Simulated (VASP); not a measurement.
# Mg2CdS3 (I4/mmm) in VASP: relaxation of cell and atoms with PBE

Aim: the relaxation of cell and atoms of Mg2CdS3 with PBE.

All numbers are computed with VASP 6.6.1; they aren't measurements. Logs are shortened: lines on timing, memory, paths and dates and some standing lists are left out, and cuts for length are marked.

## Step 1: The cell of the first run

The structure is tetragonal, space group I4/mmm (No. 139). The conventional cell has a = 3.772 Å, b = 3.772 Å, c = 16.008 Å, α = 90.00°, β = 90.00°, γ = 90.00°. Within 3.4 Å of Mg (site symmetry 4mm) lie 6 S at 2.61 to 2.67 Å. Cd (site symmetry 4/mmm) has 6 S at 2.67 to 2.72 Å within 3.5 Å. Within 3.4 Å of S (site symmetry 4mm) lie 5 Mg at 2.61 to 2.67 Å and 1 Cd at 2.72 Å. Within 3.5 Å of S (site symmetry 4/mmm) lie 4 Cd at 2.67 Å and 2 Mg at 2.67 Å.

## Step 2: Relaxation of cell and atoms, PBE

Input file INCAR:

```
  PREC = Accurate
  ENCUT = 600
  EDIFF = 1E-7
  ISMEAR = 0
  SIGMA = 0.02
  LREAL = F
  LASPH = T
  NELM = 80
  ALGO = Normal
  ISIF = 3
  LWAVE = F
  LCHARG = F
  GGA = PE
  IBRION = 2
  NSW = 100
  EDIFFG = -0.01
```

Input file KPOINTS:

```
Automatic mesh
0
Gamma
  10 10 10
```

Input file POSCAR:

```
Mg2CdS3
1.0
   -1.8857631130      1.8857631130      8.0041301705
    1.8857631130     -1.8857631130      8.0041301705
    1.8857631130      1.8857631130     -8.0041301705
Mg Cd S
2 1 3
Direct
    0.6670489745      0.6670489745      0.0000000000
    0.3329510255      0.3329510255      0.0000000000
    0.0000000000      0.0000000000      0.0000000000
    0.1700674743      0.1700674743      0.0000000000
    0.8299325257      0.8299325257      0.0000000000
    0.5000000000      0.5000000000      0.0000000000
```

Potentials or basis: VASP PAW PBE potentials, release 64 (Mg, Cd, S).

Command:

```
$ cat potpaw_PBE.64/Mg/POTCAR potpaw_PBE.64/Cd/POTCAR potpaw_PBE.64/S/POTCAR > POTCAR
$ mpirun -np 1 vasp_std > vasp.out
```

OUTCAR:

```text
PREC = Accurate
   ENCUT = 600
   EDIFF = 1E-7
   ISMEAR = 0
   LREAL = F
   LASPH = T
   NELM = 80
   ISIF = 3
   GGA = PE
   IBRION = 2
   NSW = 100
   EDIFFG = -0.01

 ion  position               nearest neighbor table
   1  0.667  0.667  0.000-   5 2.61   4 2.67   4 2.67   4 2.67   4 2.67   6 2.67
   2  0.333  0.333  0.000-   4 2.61   5 2.67   5 2.67   5 2.67   5 2.67   6 2.67
   3  0.000  0.000  0.000-   6 2.67   6 2.67   6 2.67   6 2.67   5 2.72   4 2.72
   4  0.170  0.170  0.000-   2 2.61   1 2.67   1 2.67   1 2.67   1 2.67   3 2.72
   5  0.830  0.830  0.000-   1 2.61   2 2.67   2 2.67   2 2.67   2 2.67   3 2.72
   6  0.500  0.500  0.000-   3 2.67   3 2.67   3 2.67   3 2.67   2 2.67   1 2.67

  LATTYP: Found a body centered tetragonal cell.
 ALAT       =     3.7715262260
 C/A-ratio  =     4.2445045803

  Lattice vectors:

 A1 = (  -1.8857631130,   1.8857631130,   8.0041301705)
 A2 = (   1.8857631130,  -1.8857631130,   8.0041301705)
 A3 = (   1.8857631130,   1.8857631130,  -8.0041301705)

Analysis of symmetry for initial positions (statically):
=====================================================================
 Subroutine PRICEL returns:
 Original cell was already a primitive cell.

 Routine SETGRP: Setting up the symmetry group for a
 body centered tetragonal supercell.

 Subroutine GETGRP returns: Found 16 space group operations
 (whereof 16 operations were pure point group operations)
 out of a pool of 16 trial point group operations.

The static configuration has the point symmetry D_4h.

Analysis of symmetry for dynamics (positions and initial velocities):
=====================================================================
 Subroutine PRICEL returns:
 Original cell was already a primitive cell.

 Routine SETGRP: Setting up the symmetry group for a
 body centered tetragonal supercell.

 Subroutine GETGRP returns: Found 16 space group operations
 (whereof 16 operations were pure point group operations)
 out of a pool of 16 trial point group operations.

The dynamic configuration has the point symmetry D_4h.

 Subroutine INISYM returns: Found 16 space group operations
 (whereof 16 operations are pure point group operations),
 and found     1 'primitive' translations

----------------------------------------------------------------------------------------

                                     Primitive cell

  volume of cell :     113.8540

  direct lattice vectors                    reciprocal lattice vectors
    -1.885763113  1.885763113  8.004130170     0.000000000  0.265144650  0.062467750
     1.885763113 -1.885763113  8.004130170     0.265144650  0.000000000  0.062467750
     1.885763113  1.885763113 -8.004130170     0.265144650  0.265144650  0.000000000

  length of vectors
     8.436723583  8.436723583  8.436723583     0.272403937  0.272403937  0.374971160

  position of ions in fractional coordinates (direct lattice)
     0.667048974  0.667048974  0.000000000
     0.332951026  0.332951026  0.000000000
     0.000000000  0.000000000  0.000000000
     0.170067474  0.170067474  0.000000000
     0.829932526  0.829932526  0.000000000
     0.500000000  0.500000000  0.000000000

  ion indices of the primitive-cell ions
   primitive index   ion index
                 1           1
                 2           2
                 3           3
                 4           4
                 5           5
                 6           6

----------------------------------------------------------------------------------------

 KPOINTS: Automatic mesh

Automatic generation of k-mesh.
 Grid dimensions read from file:
 generate k-points for:   10   10   10

 Generating k-lattice:

  Cartesian coordinates                     Fractional coordinates (reciprocal lattice)
     0.000000000  0.026514465  0.006246775     0.100000000 -0.000000000  0.000000000
     0.026514465  0.000000000  0.006246775    -0.000000000  0.100000000  0.000000000
     0.026514465  0.026514465  0.000000000     0.000000000  0.000000000  0.100000000

  Length of vectors
     0.027240394  0.027240394  0.037497116

  Shift w.r.t. Gamma in fractional coordinates (k-lattice)
     0.000000000  0.000000000  0.000000000

 Subroutine IBZKPT returns following result:
 ===========================================

 Found    102 irreducible k-points:

 Following reciprocal coordinates:
            Coordinates               Weight
  0.000000  0.000000  0.000000      1.000000
  0.100000 -0.000000  0.000000      8.000000
  0.200000 -0.000000  0.000000      8.000000
  0.300000  0.000000  0.000000      8.000000
  0.400000  0.000000  0.000000      8.000000
  0.500000 -0.000000  0.000000      4.000000
[... 16 lines left out ...]
  0.300000  0.300000  0.000000      8.000000
  0.400000  0.300000 -0.000000     16.000000
 [... further k-points ...]
   k-points           NKPTS =    102   k-points in BZ     NKDIM =    102   number of bands    NBANDS=     21
   number of dos      NEDOS =    301   number of ions     NIONS =      6
   total plane-waves  NPLWV = 343000
   dimension x,y,z NGX =    70 NGY =   70 NGZ =   70
   dimension x,y,z NGXF=   140 NGYF=  140 NGZF=  140
   ions per type =               2   1   3
   NGX,Y,Z   is equivalent  to a cutoff of  13.79, 13.79, 13.79 a.u.
   NGXF,Y,Z  is equivalent  to a cutoff of  27.59, 27.59, 27.59 a.u.
 SYSTEM =  unknown system
   PREC   = accura    normal or accurate (medium, high low for compatibility)
   ISTART =      0    job   : 0-new  1-cont  2-samecut
   ICHARG =      2    charge: 1-file 2-atom 10-const
   ISPIN  =      1    spin polarized calculation?
   LNONCOLLINEAR =      F non collinear calculations
   LSORBIT =      F    spin-orbit coupling
   LASPH  =      T    aspherical Exc in radial PAW
   ENCUT  =  600.0 eV  44.10 Ry    6.64 a.u.  16.85 16.85 16.85*2*pi/ulx,y,z
   NELM   =     80;   NELMIN=  2; NELMDL= -5     # of ELM steps
   EDIFF  = 0.1E-06   stopping-criterion for ELM
   LREAL  =      F    real-space projection
   EDIFFG = -.1E-01   stopping-criterion for IOM
   NSW    =    100    number of steps for IOM
   IBRION =      2    ionic relax: 0-MD 1-quasi-New 2-CG
   NFREE  =      1    steps in history (QN), initial steepest desc. (CG)
   ISIF   =      3    stress and relaxation
   ISYM   =      2    0-nonsym 1-usesym 2-fastsym
   POTIM  = 0.5000    time-step for ionic-motion
   TEBEG  =    0.0;   TEEND  =   0.0 temperature during run
   PSTRESS=    0.0 pullay stress
   NELECT =      34.0000    total number of electrons
   NUPDOWN=      -1.0000    fix difference up-down
   EMIN   =  10.00;   EMAX   =-10.00  energy-range for DOS
   EFERMI =   0.00;   METHOD = LEGACY
   ISMEAR =     0;   SIGMA  =   0.02  broadening in eV -4-tet -1-fermi 0-gaus
   EFERMI_NEDOS =   21; number of points for ismear=-14 and -15
   IALGO  =     38    algorithm
   IMIX   =      4    mixing-type and parameters
     AMIX     =   0.40;   BMIX     =  1.00
     AMIX_MAG =   1.60;   BMIX_MAG =  1.00
  volume/ion in A,a.u.               =      18.98       128.05
  Fermi-wavevector in a.u.,A,eV,Ry     =   1.094254  2.067841 16.291519  1.197393
  Thomas-Fermi vector in A             =   2.230556
   LORBIT       =      0    0 simple, 1 ext, 2 COOP (PROOUT), +10 PAW based schemes
   GGA     = PE    functional components
   LHFCALC =     F    Hartree Fock is set to
   AEXX    =    0.0000 exact exchange contribution
   IVDW    =     0    specifies the selected vdW correction
   LEPSILON=     F    determine dielectric tensor
   LRPA    =     F    only Hartree local field effects (RPA)
 conjugate gradient relaxation of ions
 non-spin polarized calculation
 Gauss-broadening in eV      SIGMA  =   0.02
  energy-cutoff  :      600.00
  volume of cell :      113.85
 maximum number of plane-waves:      3872
 NGX is ok and might be reduce to    70
   NGX = 33   NGY = 33   NGZ = 33

--------------------------------------- Ionic step        1  -------------------------------------------

 number of electron      33.9999998 magnetization

 Free energy of the ion-electron system (eV)
  ---------------------------------------------------
  ext. energy  EPLUGINS =         0.00000000
  ---------------------------------------------------
  free energy    TOTEN  =       -22.73958217 eV

  energy without entropy =      -22.73958217  energy(sigma->0) =      -22.73958217

------------------------ aborting loop because EDIFF is reached ----------------------------------------

  FORCE on cell =-STRESS in cart. coord.  units (eV):
  Direction    XX          YY          ZZ          XY          YZ          ZX
  --------------------------------------------------------------------------------------
  -------------------------------------------------------------------------------------
  Total       -0.0289445     -0.0289445     -0.0265933      0.0000000     -0.0000000      0.0000000
  in kB       -0.4073125     -0.4073125     -0.3742271      0.0000000     -0.0000000      0.0000000
  external PRESSURE =      -0.3962840 kB  Pullay stress =       0.0000000 kB
[... 105 lines left out ...]
  energy  without entropy=      -22.7398640940  energy(sigma->0) =      -22.73986409

--------------------------------------- Ionic step        4  -------------------------------------------

 number of electron      33.9999998 magnetization

 Free energy of the ion-electron system (eV)
  ---------------------------------------------------
  ext. energy  EPLUGINS =         0.00000000
  ---------------------------------------------------
  free energy    TOTEN  =       -22.73991360 eV

  energy without entropy =      -22.73991360  energy(sigma->0) =      -22.73991360

 E-fermi :   3.6184     XC(G=0):  -9.8513

 val. band max:        3.5285097069   @ k =   0.5000  -0.0000   0.0000
 cond. band min:       4.7783252477   @ k =   0.5000   0.5000   0.0000
 fundamental gap:      1.2498155408
 Fermi energy:         3.6183618736

 k-point     1 :       0.0000    0.0000    0.0000
  band No.  band energies     occupation
      1      -9.3790      2.00000
      2      -8.5987      2.00000
      3      -8.1068      2.00000
      4      -4.2924      2.00000
      5      -4.1253      2.00000
      6      -4.0472      2.00000
[... 550 lines left out ...]
      5      -4.1674      2.00000
      6      -4.0968      2.00000
[... 13 lines left out ...]
     20       8.3306      0.00000
     21       9.3548      0.00000

 [... further k-points ...]

------------------------ aborting loop because EDIFF is reached ----------------------------------------

  FORCE on cell =-STRESS in cart. coord.  units (eV):
  Direction    XX          YY          ZZ          XY          YZ          ZX
  --------------------------------------------------------------------------------------
  -------------------------------------------------------------------------------------
  Total       -0.0192442     -0.0192442     -0.0083817      0.0000000      0.0000000      0.0000000
  in kB       -0.2708833     -0.2708833     -0.1179819      0.0000000      0.0000000      0.0000000
  external PRESSURE =      -0.2199162 kB  Pullay stress =       0.0000000 kB
[... 21 lines left out ...]
  FREE ENERGIE OF THE ION-ELECTRON SYSTEM (eV)
  ---------------------------------------------------
  free  energy   TOTEN  =       -22.7399136040 eV

  energy  without entropy=      -22.7399136040  energy(sigma->0) =      -22.73991360

 reached required accuracy - stopping structural energy minimisation
```

Wall time 25 min (1 thread of Intel Xeon 6975P-C (Granite Rapids), shared host); peak memory 0.97 GiB.

What came out:

```
Free energy                           : -22.7399 eV
Relaxed volume                        : 18.97 Å³/atom
Relaxed cell                          : a = 8.437 Å, b = 8.437 Å, c = 8.437 Å, α = 154.17°, β = 154.17°, γ = 36.85°
Space group after relaxing (to 0.1 Å) : I4/mmm (No. 139)
Energy gained by relaxing             : 0.1 meV/atom
Ionic steps                           : 4
Pressure after relaxing               : 0.0 GPa
Largest force after relaxing          : 0.008 eV/Å
Band gap on the k mesh                : 1.25 eV (least direct gap 2.11 eV)
```

Forces in eV/Å, atoms in the order of the input:
```
Mg   0.000  0.000  0.008
Mg   0.000  0.000 -0.008
Cd   0.000  0.000  0.000
S    0.000  0.000 -0.007
S    0.000  0.000  0.007
S    0.000  0.000  0.000
```

The path:
| step | energy change (eV) | largest force (eV/Å) | pressure (GPa) | volume (Å³) |
| --- | --- | --- | --- | --- |
| 1 | 0.0000 | 0.0383 | -0.04 | 113.85 |
| 2 | -0.0002 | 0.0229 | 0.01 | 113.78 |
| 3 | -0.0003 | 0.0133 | 0.07 | 113.67 |
| 4 | -0.0003 | 0.0082 | -0.02 | 113.82 |

Final structure:
```
Mg Cd S
1.0
    -1.88548    1.88548    8.00430
     1.88548   -1.88548    8.00430
     1.88548    1.88548   -8.00430
Mg Cd S
2 1 3
Direct
  0.66733 0.66733 0.00000
  0.33267 0.33267 0.00000
  0.00000 0.00000 0.00000
  0.17040 0.17040 0.00000
  0.82960 0.82960 0.00000
  0.50000 0.50000 0.00000
```
